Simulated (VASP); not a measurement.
The system is Cd2S.

```
Cd S
1.0
     3.93607    0.00000    0.00000
    -1.96804    3.40874    0.00000
     0.00000    0.00000    5.77020
Cd S
2 1
Direct
  0.33333 0.66667 0.93272
  0.66667 0.33333 0.57873
  0.33333 0.66667 0.36571
```

Base run:

* Program: VASP 6.6.1
* Functional: PBEsol
* Potentials or basis: VASP PAW PBE potentials, release 64 (Cd, S)
* Cutoff: 520 eV
* k mesh: 8 × 8 × 5
* Occupations: fermi-dirac, width 0.05 eV
* Spin: no spin polarisation

Its results: band gap on the k mesh 0.21 eV, indirect (least direct gap 0.57 eV); pressure -1.9 GPa; largest force 0.079 eV/Å.

Task: After a change of settings the same cell gave: band gap on the k mesh 0.29 eV, indirect (least direct gap 0.65 eV); pressure -0.5 GPa; largest force 0.070 eV/Å. Which change was it?
A. functional from PBEsol to r2SCAN
B. functional from PBEsol to LDA; potentials or basis from VASP PAW PBE potentials, release 64 (Cd, S) to VASP PAW LDA potentials, release 64 (Cd, S)
C. functional from PBEsol to PBE

Result: A.

Caveats: the PAW data sets were made with another functional, which shifts forces and pressure a little.
